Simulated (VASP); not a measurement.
# C in VASP: a series of runs

Runs on C. Level: PBE+D3(BJ). Tasks: single point, relaxation of the atoms.

Everything below comes from runs of VASP 6.6.1. Logs are shortened: lines on timing, memory, paths and dates and some standing lists are left out, and cuts for length are marked.

## Step 1: The cell of the first run

The cell holds a slab with vacuum, 2 atoms: a = 2.466 Å, b = 2.466 Å, c = 20.000 Å, α = 90.00°, β = 90.00°, γ = 120.00°.

## Step 2: Single point, PBE+D3(BJ)

INCAR

```
PREC = Accurate ; ENCUT = 520
EDIFF = 1E-6 ; ISMEAR = 0
SIGMA = 0.05 ; LREAL = False
LASPH = True ; NELM = 80
ALGO = Normal ; ISIF = 2
LWAVE = False ; LCHARG = True
LDIPOL = True ; IDIPOL = 3
DIPOL = 0.5 0.5 0.500 ; GGA = PE
IVDW = 12 ; LELF = True
LVHAR = True ; LVACPOTAV = True
NBANDS = 11
```

KPOINTS

```
Automatic mesh
0
Gamma
  48 48 1
```

POSCAR

```
C
1.0
    2.4658098633      0.0000000000      0.0000000000
   -1.2329049317      2.1352770044      0.0000000000
    0.0000000000      0.0000000000     20.0000000000
C
2
Direct
    0.0833459396      0.1666918792      0.5000000000
    0.4166540604      0.8333081208      0.5000000000
```

Potentials or basis: VASP PAW PBE potentials, release 64 (C).

The run is started by

```bash
$ cat potpaw_PBE.64/C/POTCAR > POTCAR
$ mpirun -np 1 vasp_std > vasp.out
```

OUTCAR:

```text
PREC = Accurate
   ENCUT = 520
   EDIFF = 1E-6
   ISMEAR = 0
   LREAL = False
   LASPH = True
   NELM = 80
   ISIF = 2
   GGA = PE
   IVDW = 12
 IVDW          = 12

 ion  position               nearest neighbor table
   1  0.083  0.167  0.500-   2 1.42   2 1.42   2 1.42
   2  0.417  0.833  0.500-   1 1.42   1 1.42   1 1.42

  Warning from LATTYP: Monoclinic adjustment (A1->A3, A2->A1, A3->A2)!
  LATTYP: Found a base centered orthorhombic cell.
 ALAT       =     2.4658098633
 B/A-ratio  =     1.7319072619
 C/A-ratio  =     8.1109254601

  Lattice vectors:

 A1 = (   1.2329049317,  -2.1352770044,   0.0000000000)
 A2 = (   1.2329049316,   2.1352770044,   0.0000000000)
 A3 = (   0.0000000000,   0.0000000000,  20.0000000000)

Analysis of symmetry for initial positions (statically):
=====================================================================
 Subroutine PRICEL returns:
 Original cell was already a primitive cell.

 Routine SETGRP: Setting up the symmetry group for a
 base centered orthorhombic supercell.

 Subroutine GETGRP returns: Found  8 space group operations
 (whereof  4 operations were pure point group operations)
 out of a pool of  8 trial point group operations.

The static configuration has the point symmetry C_2v.
 The point group associated with its full space group is D_2h.

Analysis of symmetry for dynamics (positions and initial velocities):
=====================================================================
 Subroutine PRICEL returns:
 Original cell was already a primitive cell.

 Routine SETGRP: Setting up the symmetry group for a
 base centered orthorhombic supercell.

 Subroutine GETGRP returns: Found  8 space group operations
 (whereof  4 operations were pure point group operations)
 out of a pool of  8 trial point group operations.

The dynamic configuration has the point symmetry C_2v.
 The point group associated with its full space group is D_2h.

 Subroutine INISYM returns: Found  8 space group operations
 (whereof  4 operations are pure point group operations),
 and found     1 'primitive' translations

----------------------------------------------------------------------------------------

                                     Primitive cell

  volume of cell :     105.3037

  direct lattice vectors                    reciprocal lattice vectors
     2.465809863  0.000000000  0.000000000     0.405546273  0.234161656  0.000000000
    -1.232904932  2.135277004  0.000000000     0.000000000  0.468323313  0.000000000
     0.000000000  0.000000000 20.000000000     0.000000000  0.000000000  0.050000000

  length of vectors
     2.465809863  2.465656597 20.000000000     0.468294203  0.468323313  0.050000000

  position of ions in fractional coordinates (direct lattice)
     0.083345940  0.166691879  0.500000000
     0.416654060  0.833308121  0.500000000

  ion indices of the primitive-cell ions
   primitive index   ion index
                 1           1
                 2           2

----------------------------------------------------------------------------------------

 KPOINTS: Automatic mesh

Automatic generation of k-mesh.
 Grid dimensions read from file:
 generate k-points for:   48   48    1

 Generating k-lattice:

  Cartesian coordinates                     Fractional coordinates (reciprocal lattice)
     0.008448881  0.004878368  0.000000000     0.020833333  0.000000000  0.000000000
     0.000000000  0.009756736  0.000000000     0.000000000  0.020833333  0.000000000
     0.000000000  0.000000000  0.050000000     0.000000000  0.000000000  1.000000000

  Length of vectors
     0.009756129  0.009756736  0.050000000

  Shift w.r.t. Gamma in fractional coordinates (k-lattice)
     0.000000000  0.000000000  0.000000000

 Subroutine IBZKPT returns following result:
 ===========================================

 Found    601 irreducible k-points:

 Following reciprocal coordinates:
            Coordinates               Weight
  0.000000  0.000000  0.000000      1.000000
  0.020833  0.000000  0.000000      4.000000
  0.041667  0.000000  0.000000      4.000000
  0.062500  0.000000  0.000000      4.000000
  0.083333  0.000000  0.000000      4.000000
  0.104167  0.000000  0.000000      4.000000
[... 16 lines left out ...]
  0.458333  0.000000  0.000000      4.000000
  0.479167 -0.000000  0.000000      4.000000
 [... further k-points ...]
   k-points           NKPTS =    601   k-points in BZ     NKDIM =    601   number of bands    NBANDS=     11
   number of dos      NEDOS =    301   number of ions     NIONS =      2
   total plane-waves  NPLWV =  48600
   dimension x,y,z NGX =    18 NGY =   18 NGZ =  150
   dimension x,y,z NGXF=    36 NGYF=   36 NGZF=  300
   ions per type =               2
   NGX,Y,Z   is equivalent  to a cutoff of  12.14, 12.14, 12.47 a.u.
   NGXF,Y,Z  is equivalent  to a cutoff of  24.27, 24.27, 24.94 a.u.
 SYSTEM =  unknown system
   PREC   = accura    normal or accurate (medium, high low for compatibility)
   ISTART =      0    job   : 0-new  1-cont  2-samecut
   ICHARG =      2    charge: 1-file 2-atom 10-const
   ISPIN  =      1    spin polarized calculation?
   LNONCOLLINEAR =      F non collinear calculations
   LSORBIT =      F    spin-orbit coupling
   LASPH  =      T    aspherical Exc in radial PAW
   ENCUT  =  520.0 eV  38.22 Ry    6.18 a.u.   4.58  4.58 37.19*2*pi/ulx,y,z
   NELM   =     80;   NELMIN=  2; NELMDL= -5     # of ELM steps
   EDIFF  = 0.1E-05   stopping-criterion for ELM
   LREAL  =      F    real-space projection
   EDIFFG = 0.1E-04   stopping-criterion for IOM
   NSW    =      0    number of steps for IOM
   IBRION =     -1    ionic relax: 0-MD 1-quasi-New 2-CG
   NFREE  =      0    steps in history (QN), initial steepest desc. (CG)
   ISIF   =      2    stress and relaxation
   ISYM   =      2    0-nonsym 1-usesym 2-fastsym
   POTIM  = 0.5000    time-step for ionic-motion
   TEBEG  =    0.0;   TEEND  =   0.0 temperature during run
   PSTRESS=    0.0 pullay stress
   NELECT =       8.0000    total number of electrons
   NUPDOWN=      -1.0000    fix difference up-down
   EMIN   =  10.00;   EMAX   =-10.00  energy-range for DOS
   EFERMI =   0.00;   METHOD = LEGACY
   ISMEAR =     0;   SIGMA  =   0.05  broadening in eV -4-tet -1-fermi 0-gaus
   EFERMI_NEDOS =   21; number of points for ismear=-14 and -15
   IALGO  =     38    algorithm
   IMIX   =      4    mixing-type and parameters
     AMIX     =   0.40;   BMIX     =  1.00
     AMIX_MAG =   1.60;   BMIX_MAG =  1.00
  volume/ion in A,a.u.               =      52.65       355.31
  Fermi-wavevector in a.u.,A,eV,Ry     =   0.693357  1.310255  6.540918  0.480744
  Thomas-Fermi vector in A             =   1.775548
   LORBIT       =      0    0 simple, 1 ext, 2 COOP (PROOUT), +10 PAW based schemes
   GGA     = PE    functional components
   LHFCALC =     F    Hartree Fock is set to
   AEXX    =    0.0000 exact exchange contribution
   IVDW    =    12    specifies the selected vdW correction
   LEPSILON=     F    determine dielectric tensor
   LRPA    =     F    only Hartree local field effects (RPA)
 non-spin polarized calculation
 Gauss-broadening in eV      SIGMA  =   0.05
  energy-cutoff  :      520.00
  volume of cell :      105.30
 maximum number of plane-waves:      2884
   NGX =  9   NGY =  9   NGZ = 75

 number of electron       7.9999997 magnetization

 dipolmoment           0.000000      0.000000     -0.000000 electrons x Angstroem

 Free energy of the ion-electron system (eV)
  ---------------------------------------------------
  ext. energy  EPLUGINS =         0.00000000
  ---------------------------------------------------
  free energy    TOTEN  =       -18.45178078 eV

  energy without entropy =      -18.45173183  energy(sigma->0) =      -18.45175630

 E-fermi :  -2.7417     XC(G=0):  -2.1663

 val. band max:       -2.7429245109   @ k =   0.3333   0.3333   0.0000
 cond. band min:      -2.7404070569   @ k =   0.3333   0.3333   0.0000
 fundamental gap:      0.0025174540
 Fermi energy:        -2.7416657835

 k-point     1 :       0.0000    0.0000    0.0000
  band No.  band energies     occupation
      1     -22.2669      2.00000
      2     -10.3612      2.00000
      3      -5.7891      2.00000
      4      -5.7863      2.00000
      5       0.5188      0.00000
      6       1.3154      0.00000
      7       1.6653      0.00000
      8       2.5909      0.00000
      9       3.0285      0.00000
     10       4.7127      0.00000
     11       5.3283      0.00000

 k-point     2 :       0.0208    0.0000    0.0000
  band No.  band energies     occupation
      1     -22.2567      2.00000
      2     -10.3489      2.00000
      3      -5.8298      2.00000
      4      -5.8110      2.00000
      5       0.5327      0.00000
      6       1.3295      0.00000
      7       1.6795      0.00000
      8       2.6051      0.00000
      9       3.0426      0.00000
     10       4.7267      0.00000
     11       5.3410      0.00000

 k-point     3 :       0.0417    0.0000    0.0000
  band No.  band energies     occupation
      1     -22.2259      2.00000
      2     -10.3121      2.00000
      3      -5.9563      2.00000
      4      -5.8776      2.00000
      5       0.5745      0.00000
      6       1.3718      0.00000
      7       1.7224      0.00000
      8       2.6475      0.00000
      9       3.0850      0.00000
     10       4.7688      0.00000
     11       5.3782      0.00000
[... 267 lines left out ...]
 k-point    23 :       0.4583    0.0000    0.0000
  band No.  band energies     occupation
      1     -17.5292      2.00000
      2     -15.4176      2.00000
      3      -9.1244      2.00000
      4      -5.3547      2.00000
      5      -0.7476      0.00000
      6       4.6486      0.00000
      7       7.2104      0.00000
      8       8.0776      0.00000
      9       8.5720      0.00000
     10       9.3809      0.00000
     11       9.7509      0.00000

 k-point    24 :       0.4792   -0.0000    0.0000
  band No.  band energies     occupation
      1     -17.1910      2.00000
      2     -15.8014      2.00000
      3      -9.1550      2.00000
      4      -5.1697      2.00000
      5      -0.9806      0.00000
      6       4.6333      0.00000
      7       7.8147      0.00000
      8       8.6833      0.00000
      9       9.0970      0.00000
     10       9.2161      0.00000
     11       9.8897      0.00000

 [... further k-points ...]

------------------------ aborting loop because EDIFF is reached ----------------------------------------

 Edisp (eV)   -0.17723

 E8    (eV) :    -0.0555

  FORCE on cell =-STRESS in cart. coord.  units (eV):
  Direction    XX          YY          ZZ          XY          YZ          ZX
  --------------------------------------------------------------------------------------
  -------------------------------------------------------------------------------------
  Total       0.07103     0.08138    -0.01136    -0.00000     0.00000     0.00000
  in kB       1.08066     1.23817    -0.17282    -0.00000     0.00000     0.00000
  external pressure =        0.72 kB  Pullay stress =        0.00 kB

 VOLUME and BASIS-vectors are now :
 -----------------------------------------------------------------------------
  energy-cutoff  :      520.00
  volume of cell :      105.30
      direct lattice vectors                 reciprocal lattice vectors
     2.465809863  0.000000000  0.000000000     0.405546273  0.234161656  0.000000000
    -1.232904932  2.135277004  0.000000000     0.000000000  0.468323313  0.000000000
     0.000000000  0.000000000 20.000000000     0.000000000  0.000000000  0.050000000

 POSITION                                       TOTAL-FORCE (eV/Angst)
 -----------------------------------------------------------------------------------
     -0.00000      0.35593     10.00000         0.000000     -0.006493      0.000000
     -0.00000      1.77934     10.00000        -0.000000      0.006493      0.000000
 -----------------------------------------------------------------------------------
    total drift:                                0.000000      0.000000     -0.000000

  FREE ENERGIE OF THE ION-ELECTRON SYSTEM (eV)
  ---------------------------------------------------
  free  energy   TOTEN  =       -18.6290113606 eV

  energy  without entropy=      -18.6289624168  energy(sigma->0) =      -18.62898689

 vacuum level on the upper side and lower side of the slab         1.502         1.502
```

Run time: 6.4 min. Hardware: 1 thread of Intel Xeon 6975P-C (Granite Rapids), shared host; peak memory 0.63 GiB.

Results:

```yaml
Free_energy: -18.6290 eV
Largest_force: 0.006 eV/Å
Dispersion_energy_per_atom: -0.089 eV
```

Forces on the atoms (eV/Å):
```
C    0.000 -0.006  0.000
C    0.000  0.006  0.000
```

## Step 3: Relaxation of the atoms, PBE+D3(BJ)

INCAR

```
SYSTEM = C
ALGO = Normal
DIPOL = 0.5 0.5 0.500
EDIFF = 1E-6
EDIFFG = -0.04
ENCUT = 520
GGA = PE
IBRION = 2
IDIPOL = 3
ISIF = 2
ISMEAR = 0
IVDW = 12
LASPH = .True.
LCHARG = .False.
LDIPOL = .True.
LREAL = .False.
LWAVE = .False.
NELM = 60
NSW = 60
PREC = Accurate
SIGMA = 0.05
```

KPOINTS

```
k-points
0
Gamma
  12 12 1
  0 0 0
```

POSCAR is that of step 2.

Potentials or basis: VASP PAW PBE potentials, release 64 (C).

The run is started by

```bash
$ cat potpaw_PBE.64/C/POTCAR > POTCAR
$ mpirun -np 1 vasp_std > vasp.out
```

Run time: 22 s. Hardware: 1 thread of Intel Xeon 6975P-C (Granite Rapids), shared host; peak memory 0.21 GiB.

Results (log left out):

```yaml
Free_energy: -18.6224 eV
Dispersion_energy_per_atom: -0.089 eV
```

Final structure:
```yaml
crystal:
  lattice:
    - [2.46581, 0.00000, 0.00000]
    - [-1.23290, 2.13528, 0.00000]
    - [0.00000, 0.00000, 20.00000]
  atoms:
    - { symbol: C, position: [0.08335, 0.16669, 0.50000] }
    - { symbol: C, position: [0.41665, 0.83331, 0.50000] }
```

Levels at points of the mesh, in eV from the Fermi level:
| k point | band 1 | band 2 | band 3 | band 4 | band 5 | band 6 | band 7 | band 8 |
| --- | --- | --- | --- | --- | --- | --- | --- | --- |
| (0.00, 0.00, 0.00) | -19.53 | -7.62 | -3.05 | -3.04 | 3.26 | 4.05 | 4.37 | 5.32 |
| (0.50, 0.00, 0.00) | -14.28 | -13.24 | -6.42 | -2.36 | 1.68 | 7.37 | 11.11 | 11.26 |
| (0.00, 0.50, 0.00) | -14.28 | -13.24 | -6.42 | -2.36 | 1.68 | 7.37 | 11.11 | 11.27 |

Caveat: the relaxation stopped at its first step, so nothing moved.
